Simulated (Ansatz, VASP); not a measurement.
# One calculation of Pb, two programs

File INCAR:

```
SYSTEM = Pb
PREC = Accurate ; ENCUT = 520
EDIFF = 1E-6 ; ISMEAR = -1
SIGMA = 0.05 ; LREAL = .False.
LASPH = .True. ; NELM = 80
ALGO = Normal ; ISIF = 2
LWAVE = .False. ; LCHARG = .False.
GGA = PS ; NBANDS = 21
```

Contents of KPOINTS:

```
regular mesh
0
Gamma
  12 12 7
  0 0 0
```

Contents of POSCAR:

```
Pb
1.0
    3.4104006768      0.0000000000      0.0000000000
   -1.7052003384      2.9534936231      0.0000000000
    0.0000000000      0.0000000000      5.5900000000
Pb
2
Direct
    0.3333333333      0.6666666667      0.2500000000
    0.6666666667      0.3333333333      0.7500000000
```

Input for Ansatz:

```yaml
crystal:
  lattice:
    - [3.4104006768, 0.0, 0.0]
    - [-1.7052003384, 2.9534936231, 0.0]
    - [0.0, 0.0, 5.59]
  atoms:
    - { symbol: Pb, position: [0.3333333333, 0.6666666667, 0.25] }
    - { symbol: Pb, position: [0.6666666667, 0.3333333333, 0.75] }
kpoints:
  mp_grid: { grid: [12, 12, 7] }
  band_path:
    path:
      - [0.0, 0.0, 0.0]
      - [0.5, 0.0, 0.0]
      - [0.3333333333, 0.3333333333, 0.0]
      - [0.0, 0.0, 0.0]
      - [0.0, 0.0, 0.5]
      - [0.5, 0.0, 0.5]
      - [0.3333333333, 0.3333333333, 0.5]
      - [0.0, 0.0, 0.5]
      - [0.5, 0.0, 0.5]
    npoints: 5
scf:
  occupations: { method: fermi_dirac, width: 0.05 }
hamiltonian:
  xc: pbesol
  pseudopotentials: { kind: all_electron, lapw: { basis_error: 0.0005 } }
output:
  forces: true
  stress: true
  eigenvalues: true
```

Change from the starting cell: equal xx and yy strain of -2 %.

Alike in both runs: task single point; functional PBEsol; k mesh 12 × 12 × 7; occupations fermi-dirac, width 0.05 eV; no spin polarisation.

|  | VASP | Ansatz |
| --- | --- | --- |
| version | VASP 6.6.1 | Ansatz 0.2.0 |
| potentials or method | VASP PAW PBE potentials, release 64 (Pb_d), cutoff 520 eV | all-electron LAPW, scalar-relativistic |

VASP gave:

| Property | Result |
| --- | --- |
| pressure (GPa) | 3.3 |
| traceless stress, the component that is largest in VASP (GPa) | -0.08 |

Question: What did Ansatz give for the same quantities?

Answer: Pressure (GPa): 3.4; traceless stress, the component that is largest in VASP (GPa): -0.11.

VASP's potentials were made for PBE, not for PBEsol. Ansatz ran all-electron here, and VASP with PAW potentials.

Spin-orbit coupling is off throughout.
